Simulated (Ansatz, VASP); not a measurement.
# One calculation of Rb, two programs

INCAR

```
ALGO     = Normal         # electronic algorithm
EDIFF    = 1E-6           # SCF threshold, eV
ENCUT    = 520            # plane-wave cutoff, eV
GGA      = PE             # functional
ISIF     = 2              # what is computed and relaxed
ISMEAR   = 0              # smearing method
IVDW     = 12             # dispersion correction
LASPH    = T              # aspherical terms in the spheres
LCHARG   = F              # write CHGCAR
LREAL    = F              # projectors in reciprocal space
LWAVE    = F              # write WAVECAR
NBANDS   = 10             # bands
NELM     = 60             # most SCF steps
PREC     = Accurate       # precision mode
SIGMA    = 0.15           # smearing width, eV
```

Contents of KPOINTS:

```
k-points
0
Gamma
  12 12 12
```

POSCAR

```
Rb
1.0
    0.0000000000      3.3668933198      3.6398846700
    3.3668933198      0.0000000000      3.6398846700
    3.3668933198      3.3668933198      0.0000000000
Rb
1
Direct
    0.0000000000      0.0000000000      0.0000000000
```

Input for Ansatz:

```yaml
crystal:
  lattice:
    - [0.0, 3.3668933198, 3.63988467]
    - [3.3668933198, 0.0, 3.63988467]
    - [3.3668933198, 3.3668933198, 0.0]
  atoms:
    - { symbol: Rb, position: [0.0, 0.0, 0.0] }
basis:
  ecutwfc: 420
kpoints:
  mp_grid: { grid: [12, 12, 12] }
hamiltonian:
  xc: pbe
  dispersion: d3bj
scf:
  occupations: { method: gaussian, width: 0.15 }
output:
  forces: true
  stress: true
  eigenvalues: true
```

Change from the starting cell: strain -0.0750 x Voigt [1, 1, 0, 0, 0, 0], atoms carried along.

Alike in both runs: task single point; functional PBE; dispersion D3(BJ); k mesh 12 × 12 × 12; occupations gaussian, width 0.15 eV; no spin polarisation.

|  | VASP | Ansatz |
| --- | --- | --- |
| version | VASP 6.6.1 | Ansatz 0.2.0 |
| potentials or method | VASP PAW PBE potentials, release 64 (Rb_sv), cutoff 520 eV | scalar-relativistic, plane waves, PAW |
| valence electrons in the cell | 9 | 9 |

```csv
,VASP,Ansatz,Ansatz less VASP
gap on the k mesh at the Fermi level (eV),none,none,-
pressure (GPa),0.1,0.1,0.00
"traceless stress, the component that is largest in VASP (GPa)",-0.06,-0.06,0.000
```

A gap of «none» marks a metal or a gap that the smearing closes.
